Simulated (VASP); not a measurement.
# Sc (P6_3/mmc) in VASP: further runs

The runs below take Sc through single point, with LDA.

Program: VASP 6.6.1. These are calculated values, not measurements. Logs are shortened: lines on timing, memory, paths and dates and some standing lists are left out, and cuts for length are marked.

## 1. The cell of the first run

It takes space group P6_3/mmc (No. 194, hexagonal). The conventional cell has a = 3.227 Å, b = 3.227 Å, c = 5.010 Å, α = 90.00°, β = 90.00°, γ = 120.00°. Within 4.1 Å of Sc (site symmetry -6m2) lie 12 Sc at 3.12 to 3.23 Å.

## 2. Single point, LDA

Input file INCAR:

```
SYSTEM = Sc
  PREC = Accurate
  ENCUT = 520
  EDIFF = 1E-6
  ISMEAR = -1
  SIGMA = 0.1
  LREAL = .False.
  LASPH = .True.
  NELM = 80
  ALGO = Normal
  ISIF = 2
  LWAVE = .False.
  LCHARG = .False.
  NBANDS = 18
```

Input file KPOINTS:

```
Automatic mesh
0
Gamma
  14 14 8
  0 0 0
```

Input file POSCAR:

```
Sc
1.0
    3.2269061443      0.0000000000      0.0000000000
   -1.6134530722      2.7945826966      0.0000000000
    0.0000000000      0.0000000000      5.0103977983
Sc
2
Direct
    0.3333333333      0.6666666667      0.2500000000
    0.6666666667      0.3333333333      0.7500000000
```

Potentials or basis: VASP PAW LDA potentials, release 64 (Sc_sv).

On the command line:

```bash
$ cat potpaw_LDA.64/Sc_sv/POTCAR > POTCAR
$ mpirun -np 1 vasp_std > vasp.out
```

OUTCAR:

```text
SYSTEM = Sc
   PREC = Accurate
   ENCUT = 520
   EDIFF = 1E-6
   ISMEAR = -1
   LREAL = .False.
   LASPH = .True.
   NELM = 80
   ISIF = 2

 ion  position               nearest neighbor table
   1  0.333  0.667  0.250-   2 3.12   2 3.12   2 3.12   2 3.12   2 3.12   2 3.12
   2  0.667  0.333  0.750-   1 3.12   1 3.12   1 3.12   1 3.12   1 3.12   1 3.12

  LATTYP: Found a hexagonal cell.
 ALAT       =     3.2269061443
 C/A-ratio  =     1.5526939967

  Lattice vectors:

 A1 = (   3.2269061443,   0.0000000000,   0.0000000000)
 A2 = (  -1.6134530722,   2.7945826966,   0.0000000000)
 A3 = (   0.0000000000,   0.0000000000,   5.0103977983)

Analysis of symmetry for initial positions (statically):
=====================================================================
 Subroutine PRICEL returns:
 Original cell was already a primitive cell.

 Routine SETGRP: Setting up the symmetry group for a
 hexagonal supercell.

 Subroutine GETGRP returns: Found 24 space group operations
 (whereof 12 operations were pure point group operations)
 out of a pool of 24 trial point group operations.

The static configuration has the point symmetry D_3d.
 The point group associated with its full space group is D_6h.

Analysis of symmetry for dynamics (positions and initial velocities):
=====================================================================
 Subroutine PRICEL returns:
 Original cell was already a primitive cell.

 Routine SETGRP: Setting up the symmetry group for a
 hexagonal supercell.

 Subroutine GETGRP returns: Found 24 space group operations
 (whereof 12 operations were pure point group operations)
 out of a pool of 24 trial point group operations.

The dynamic configuration has the point symmetry D_3d.
 The point group associated with its full space group is D_6h.

 Subroutine INISYM returns: Found 24 space group operations
 (whereof 12 operations are pure point group operations),
 and found     1 'primitive' translations

----------------------------------------------------------------------------------------

                                     Primitive cell

  volume of cell :      45.1830

  direct lattice vectors                    reciprocal lattice vectors
     3.226906144  0.000000000  0.000000000     0.309894356  0.178917590  0.000000000
    -1.613453072  2.794582697  0.000000000     0.000000000  0.357835179  0.000000000
     0.000000000  0.000000000  5.010397798     0.000000000  0.000000000  0.199584951

  length of vectors
     3.226906144  3.226906144  5.010397798     0.357835179  0.357835179  0.199584951

  position of ions in fractional coordinates (direct lattice)
     0.333333333  0.666666667  0.250000000
     0.666666667  0.333333333  0.750000000

  ion indices of the primitive-cell ions
   primitive index   ion index
                 1           1
                 2           2

----------------------------------------------------------------------------------------

 KPOINTS: Automatic mesh

Automatic generation of k-mesh.
 Grid dimensions read from file:
 generate k-points for:   14   14    8

 Generating k-lattice:

  Cartesian coordinates                     Fractional coordinates (reciprocal lattice)
     0.022135311  0.012779828  0.000000000     0.071428571 -0.000000000  0.000000000
     0.000000000  0.025559656  0.000000000     0.000000000  0.071428571  0.000000000
     0.000000000  0.000000000  0.024948119     0.000000000  0.000000000  0.125000000

  Length of vectors
     0.025559656  0.025559656  0.024948119

  Shift w.r.t. Gamma in fractional coordinates (k-lattice)
     0.000000000  0.000000000  0.000000000

 Subroutine IBZKPT returns following result:
 ===========================================

 Found    120 irreducible k-points:

 Following reciprocal coordinates:
            Coordinates               Weight
  0.000000  0.000000  0.000000      1.000000
  0.071429 -0.000000  0.000000      6.000000
  0.142857  0.000000  0.000000      6.000000
  0.214286 -0.000000  0.000000      6.000000
  0.285714  0.000000  0.000000      6.000000
  0.357143 -0.000000  0.000000      6.000000
[... 16 lines left out ...]
  0.285714  0.285714  0.000000      6.000000
  0.357143  0.285714  0.000000      6.000000
 [... further k-points ...]
   k-points           NKPTS =    120   k-points in BZ     NKDIM =    120   number of bands    NBANDS=     18
   number of dos      NEDOS =    301   number of ions     NIONS =      2
   total plane-waves  NPLWV =  23040
   dimension x,y,z NGX =    24 NGY =   24 NGZ =   40
   dimension x,y,z NGXF=    48 NGYF=   48 NGZF=   80
   ions per type =               2
   NGX,Y,Z   is equivalent  to a cutoff of  12.36, 12.36, 13.27 a.u.
   NGXF,Y,Z  is equivalent  to a cutoff of  24.73, 24.73, 26.54 a.u.
 SYSTEM =  Sc
   PREC   = accura    normal or accurate (medium, high low for compatibility)
   ISTART =      0    job   : 0-new  1-cont  2-samecut
   ICHARG =      2    charge: 1-file 2-atom 10-const
   ISPIN  =      1    spin polarized calculation?
   LNONCOLLINEAR =      F non collinear calculations
   LSORBIT =      F    spin-orbit coupling
   LASPH  =      T    aspherical Exc in radial PAW
   ENCUT  =  520.0 eV  38.22 Ry    6.18 a.u.   6.00  6.00  9.32*2*pi/ulx,y,z
   NELM   =     80;   NELMIN=  2; NELMDL= -5     # of ELM steps
   EDIFF  = 0.1E-05   stopping-criterion for ELM
   LREAL  =      F    real-space projection
   EDIFFG = 0.1E-04   stopping-criterion for IOM
   NSW    =      0    number of steps for IOM
   IBRION =     -1    ionic relax: 0-MD 1-quasi-New 2-CG
   NFREE  =      0    steps in history (QN), initial steepest desc. (CG)
   ISIF   =      2    stress and relaxation
   ISYM   =      2    0-nonsym 1-usesym 2-fastsym
   POTIM  = 0.5000    time-step for ionic-motion
   TEBEG  =    0.0;   TEEND  =   0.0 temperature during run
   PSTRESS=    0.0 pullay stress
   NELECT =      22.0000    total number of electrons
   NUPDOWN=      -1.0000    fix difference up-down
   EMIN   =  10.00;   EMAX   =-10.00  energy-range for DOS
   EFERMI =   0.00;   METHOD = LEGACY
   ISMEAR =    -1;   SIGMA  =   0.10  broadening in eV -4-tet -1-fermi 0-gaus
   EFERMI_NEDOS =   21; number of points for ismear=-14 and -15
   IALGO  =     38    algorithm
   IMIX   =      4    mixing-type and parameters
     AMIX     =   0.40;   BMIX     =  1.00
     AMIX_MAG =   1.60;   BMIX_MAG =  1.00
  volume/ion in A,a.u.               =      22.59       152.46
  Fermi-wavevector in a.u.,A,eV,Ry     =   1.287925  2.433825 22.568673  1.658751
  Thomas-Fermi vector in A             =   2.419910
   LORBIT       =      0    0 simple, 1 ext, 2 COOP (PROOUT), +10 PAW based schemes
   GGA     = CA    functional components
   LHFCALC =     F    Hartree Fock is set to
   AEXX    =    0.0000 exact exchange contribution
   IVDW    =     0    specifies the selected vdW correction
   LEPSILON=     F    determine dielectric tensor
   LRPA    =     F    only Hartree local field effects (RPA)
 non-spin polarized calculation
  energy-cutoff  :      520.00
  volume of cell :       45.18
 maximum number of plane-waves:      1240
 NGX is ok and might be reduce to    24
   NGX = 11   NGY = 11   NGZ = 19

 number of electron      22.0000000 magnetization

 Free energy of the ion-electron system (eV)
  ---------------------------------------------------
  ext. energy  EPLUGINS =         0.00000000
  ---------------------------------------------------
  free energy    TOTEN  =       -13.50862945 eV

  energy without entropy =      -13.39274888  energy(sigma->0) =      -13.45068916

 E-fermi :   3.9785     XC(G=0): -10.5073

 val. band max:        3.9745551312   @ k =   0.2143  -0.0000   0.1250
 cond. band min:       3.9829622663   @ k =   0.2143   0.1429   0.3750
 fundamental gap:      0.0084071351
 Fermi energy:         3.9784732867

 k-point     1 :       0.0000    0.0000    0.0000
  band No.  band energies     occupation
      1     -44.6152      2.00000
      2     -44.5049      2.00000
      3     -23.8835      2.00000
      4     -23.4029      2.00000
      5     -23.4029      2.00000
      6     -23.3110      2.00000
[... 10 lines left out ...]
     17       6.4103      0.00000
     18       6.4103      0.00000

 k-point     2 :       0.0714   -0.0000    0.0000
  band No.  band energies     occupation
      1     -44.6115      2.00000
      2     -44.5037      2.00000
      3     -23.8742      2.00000
      4     -23.4206      2.00000
      5     -23.4091      2.00000
      6     -23.3297      2.00000
[... 10 lines left out ...]
     17       6.3121      0.00000
     18       6.3325      0.00000

 k-point     3 :       0.1429    0.0000    0.0000
  band No.  band energies     occupation
      1     -44.6011      2.00000
      2     -44.5005      2.00000
      3     -23.8474      2.00000
      4     -23.4704      2.00000
      5     -23.4260      2.00000
      6     -23.3812      2.00000
[... 10 lines left out ...]
     17       6.3679      0.00000
     18       6.4436      0.00000

 k-point     4 :       0.2143   -0.0000    0.0000
  band No.  band energies     occupation
      1     -44.5855      2.00000
      2     -44.4964      2.00000
      3     -23.8057      2.00000
      4     -23.5431      2.00000
      5     -23.4533      2.00000
      6     -23.4495      2.00000
[... 10 lines left out ...]
     17       6.6923      0.00000
     18       6.8031      0.00000

 k-point     5 :       0.2857    0.0000    0.0000
  band No.  band energies     occupation
      1     -44.5671      2.00000
      2     -44.4928      2.00000
      3     -23.7537      2.00000
      4     -23.6246      2.00000
      5     -23.5306      2.00000
      6     -23.4747      2.00000
[... 10 lines left out ...]
     17       7.1004      0.00000
     18       7.2424      0.00000

 k-point     6 :       0.3571   -0.0000    0.0000
  band No.  band energies     occupation
      1     -44.5489      2.00000
      2     -44.4911      2.00000
      3     -23.6985      2.00000
      4     -23.6981      2.00000
      5     -23.5981      2.00000
      6     -23.4968      2.00000
[... 10 lines left out ...]
     17       7.6200      0.00000
     18       7.6973      0.00000

 k-point     7 :       0.4286   -0.0000    0.0000
  band No.  band energies     occupation
      1     -44.5346      2.00000
      2     -44.4918      2.00000
      3     -23.7498      2.00000
      4     -23.6497      2.00000
      5     -23.6437      2.00000
      6     -23.5117      2.00000
[... 10 lines left out ...]
     17       8.1604      0.00000
     18       8.2790      0.00000

 k-point     8 :       0.5000   -0.0000    0.0000
  band No.  band energies     occupation
      1     -44.5287      2.00000
      2     -44.4927      2.00000
      3     -23.7681      2.00000
      4     -23.6598      2.00000
      5     -23.6282      2.00000
      6     -23.5170      2.00000
[... 10 lines left out ...]
     17       8.2825      0.00000
     18       8.3994      0.00000
[... 229 lines left out ...]
     17       8.0996      0.00000
     18       8.2934      0.00000

 k-point    20 :       0.2143    0.2143    0.0000
  band No.  band energies     occupation
      1     -44.5439      2.00000
      2     -44.4910      2.00000
      3     -23.6821      2.00000
      4     -23.6550      2.00000
      5     -23.6319      2.00000
      6     -23.4979      2.00000
[... 10 lines left out ...]
     17       7.7135      0.00000
     18       8.1800      0.00000

 k-point    21 :       0.2857    0.2143    0.0000
  band No.  band energies     occupation
      1     -44.5290      2.00000
      2     -44.4925      2.00000
      3     -23.6991      2.00000
      4     -23.6387      2.00000
      5     -23.6302      2.00000
      6     -23.5383      2.00000
[... 10 lines left out ...]
     17       8.0491      0.00000
     18       8.2256      0.00000

 k-point    22 :       0.3571    0.2143    0.0000
  band No.  band energies     occupation
      1     -44.5184      2.00000
      2     -44.4956      2.00000
      3     -23.7240      2.00000
      4     -23.6270      2.00000
      5     -23.5888      2.00000
      6     -23.5765      2.00000
[... 10 lines left out ...]
     17       8.1130      0.00000
     18       8.2224      0.00000

 k-point    23 :       0.2857    0.2857    0.0000
  band No.  band energies     occupation
      1     -44.5165      2.00000
      2     -44.4963      2.00000
      3     -23.7062      2.00000
      4     -23.6338      2.00000
      5     -23.5813      2.00000
      6     -23.5728      2.00000
[... 10 lines left out ...]
     17       8.1170      0.00000
     18       8.1920      0.00000

 k-point    24 :       0.3571    0.2857    0.0000
  band No.  band energies     occupation
      1     -44.5094      2.00000
      2     -44.5004      2.00000
      3     -23.7088      2.00000
      4     -23.6082      2.00000
      5     -23.6068      2.00000
      6     -23.5489      2.00000
[... 10 lines left out ...]
     17       7.9974      0.00000
     18       8.1798      0.00000

 [... further k-points ...]

------------------------ aborting loop because EDIFF is reached ----------------------------------------

  FORCE on cell =-STRESS in cart. coord.  units (eV):
  Direction    XX          YY          ZZ          XY          YZ          ZX
  --------------------------------------------------------------------------------------
  -------------------------------------------------------------------------------------
  Total        0.0250514      0.0250514      0.0118487     -0.0000000     -0.0000000      0.0000000
  in kB        0.8883151      0.8883151      0.4201500     -0.0000000     -0.0000000      0.0000000
  external PRESSURE =       0.7322601 kB  Pullay stress =       0.0000000 kB

 VOLUME and BASIS-vectors are now :
 -----------------------------------------------------------------------------
  energy-cutoff  :      520.00
  volume of cell :       45.18
      direct lattice vectors                 reciprocal lattice vectors
     3.226906144  0.000000000  0.000000000     0.309894356  0.178917590  0.000000000
    -1.613453072  2.794582697  0.000000000     0.000000000  0.357835179  0.000000000
     0.000000000  0.000000000  5.010397798     0.000000000  0.000000000  0.199584951

 POSITION                                       TOTAL-FORCE (eV/Angst)
 -----------------------------------------------------------------------------------
     -0.00000      1.86306      1.25260        -0.000000      0.000000      0.000000
      1.61345      0.93153      3.75780         0.000000      0.000000      0.000000
 -----------------------------------------------------------------------------------
    total drift:                               -0.000000      0.000000     -0.000000

  FREE ENERGIE OF THE ION-ELECTRON SYSTEM (eV)
  ---------------------------------------------------
  free  energy   TOTEN  =       -13.5086294457 eV

  energy  without entropy=      -13.3927488782  energy(sigma->0) =      -13.45068916
```

It took 65 s on 1 thread of Intel Xeon 8259CL, shared host; peak memory 0.17 GiB.

What came out:

```
Free energy            : -13.5086 eV
Pressure               : 0.1 GPa
Band gap on the k mesh : zero (bands 11 and 12 overlap by 1.60 eV)
```

Levels at points of the mesh, in eV from the Fermi level:
```
           k point  band 8  band 9  band 10  band 11  band 12  band 13  band 14  band 15
(0.00, 0.00, 0.00)  -27.26   -5.22    -1.76     0.95     1.64     1.64     1.95     2.15
(0.50, 0.00, 0.00)  -27.34   -1.64    -1.17    -0.80    -0.24     1.34     1.42     2.02
(0.00, 0.00, 0.50)  -27.34   -3.57    -3.57     1.02     1.02     1.54     1.54     1.54
(0.50, 0.00, 0.50)  -27.40   -1.60    -1.60     0.09     0.09     1.50     1.50     2.51
```

## 3. Single point, LDA

Input file INCAR:

```
  PREC = Accurate
  ENCUT = 520
  EDIFF = 1E-7
  ISMEAR = -1
  SIGMA = 0.1
  LREAL = False
  LASPH = True
  NELM = 100
  ALGO = Normal
  ISIF = 2
  LWAVE = False
  LCHARG = False
  NBANDS = 18
```

Input file KPOINTS:

```
regular mesh
0
Gamma
  14 14 8
```

POSCAR is that of step 2.

Potentials or basis: VASP PAW LDA potentials, release 64 (Sc_sv).

On the command line:

```bash
$ cat potpaw_LDA.64/Sc_sv/POTCAR > POTCAR
$ mpirun -np 1 vasp_std > vasp.out
```

OUTCAR:

```text
PREC = Accurate
   ENCUT = 520
   EDIFF = 1E-7
   ISMEAR = -1
   LREAL = False
   LASPH = True
   NELM = 100
   ISIF = 2

 ion  position               nearest neighbor table
   1  0.333  0.667  0.250-   2 3.12   2 3.12   2 3.12   2 3.12   2 3.12   2 3.12
   2  0.667  0.333  0.750-   1 3.12   1 3.12   1 3.12   1 3.12   1 3.12   1 3.12

  LATTYP: Found a hexagonal cell.
 ALAT       =     3.2269061443
 C/A-ratio  =     1.5526939967

  Lattice vectors:

 A1 = (   3.2269061443,   0.0000000000,   0.0000000000)
 A2 = (  -1.6134530722,   2.7945826966,   0.0000000000)
[... 191 lines left out ...]
      5     -23.4032      2.00000
      6     -23.3113      2.00000
[... 481 lines left out ...]
      5     -23.6070      2.00000
      6     -23.5491      2.00000
[... 10 lines left out ...]
     17       7.9972      0.00000
     18       8.1796      0.00000

 [... further k-points ...]
[... 5 lines left out ...]
  --------------------------------------------------------------------------------------
  -------------------------------------------------------------------------------------
  Total        0.0229372      0.0229372      0.0117958     -0.0000000      0.0000000      0.0000000
  in kB        0.8133463      0.8133463      0.4182753     -0.0000000      0.0000000      0.0000000
  external PRESSURE =       0.6816559 kB  Pullay stress =       0.0000000 kB

 VOLUME and BASIS-vectors are now :
 -----------------------------------------------------------------------------
  energy-cutoff  :      520.00
  volume of cell :       45.18
      direct lattice vectors                 reciprocal lattice vectors
     3.226906144  0.000000000  0.000000000     0.309894356  0.178917590  0.000000000
    -1.613453072  2.794582697  0.000000000     0.000000000  0.357835179  0.000000000
     0.000000000  0.000000000  5.010397798     0.000000000  0.000000000  0.199584951

 POSITION                                       TOTAL-FORCE (eV/Angst)
 -----------------------------------------------------------------------------------
     -0.00000      1.86306      1.25260         0.000000      0.000000      0.000000
      1.61345      0.93153      3.75780        -0.000000     -0.000000      0.000000
 -----------------------------------------------------------------------------------
    total drift:                               -0.000000      0.000000     -0.000000

  FREE ENERGIE OF THE ION-ELECTRON SYSTEM (eV)
  ---------------------------------------------------
  free  energy   TOTEN  =       -13.5086294779 eV

  energy  without entropy=      -13.3927463114  energy(sigma->0) =      -13.45068789
```

stdout:

```text
POSCAR found type information on POSCAR Sc
 POSCAR found :  1 types and       2 ions
 scaLAPACK will be used
 LDA part: xc-table for (Slater(with rela. corr.)+CA(PZ))
 , standard interpolation
 POSCAR, INCAR and KPOINTS ok, starting setup
 FFT: planning ... GRIDC
 FFT: planning ... GRID_SOFT
 FFT: planning ... GRID
 WAVECAR not read
 entering main loop
```

It took 69 s on 1 thread of Intel Xeon 8259CL, shared host; peak memory 0.17 GiB.

Results:

| Property | Result |
| --- | --- |
| Free energy | -13.5086 eV |
| Pressure | 0.1 GPa |
| Band gap on the k mesh | zero (bands 11 and 12 overlap by 1.60 eV) |

Levels at points of the mesh, in eV from the Fermi level:
```
           k point  band 9  band 10  band 11  band 12  band 13  band 14
(0.00, 0.00, 0.00)   -5.22    -1.76     0.95     1.64     1.64     1.95
(0.50, 0.00, 0.00)   -1.64    -1.17    -0.80    -0.24     1.34     1.42
(0.00, 0.00, 0.50)   -3.57    -3.57     1.02     1.02     1.54     1.54
(0.50, 0.00, 0.50)   -1.60    -1.60     0.09     0.09     1.50     1.50
```
